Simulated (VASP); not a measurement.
Runs of VASP 6.6.1 on P. The structure is that of space group R-3m (No. 166), or close to it. The cells are those of the table. 

```tsv
cell	gap on the mesh (eV)	pressure (GPa)	largest force (eV/Å)
a = 3.664 Å, angles 56.4°, 2 atoms	none	-2.2	0.09
a = 3.550 Å, angles 57.8°, 2 atoms	none	(b)	0.09
a = 3.608 Å, angles 57.0°, 2 atoms	none	(a)	0.09
a = 3.429 Å, angles 59.5°, 2 atoms	none	3.7	0.08
a = 3.379 Å, angles 59.9°, 2 atoms	none	(c)	0.07
a = 3.498 Å, angles 58.3°, 2 atoms	none	3.3	0.09
```

Alike in all rows: task single point; level r2SCAN+D3(BJ); potentials or basis VASP PAW PBE potentials, release 64 (P); no spin polarisation; k mesh 15 × 15 × 15; cutoff (eV) 520; smearing gaussian 0.1 eV.

Task: Fill in the values left out.

Result: (a) -0.6; (b) 1.0; (c) 6.6.

Caveats: the PAW data sets were made with another functional, which shifts forces and pressure a little; pairwise dispersion overbinds metals, which lowers pressure and volume.

A gap of «none» marks levels without a gap at the run's occupations.
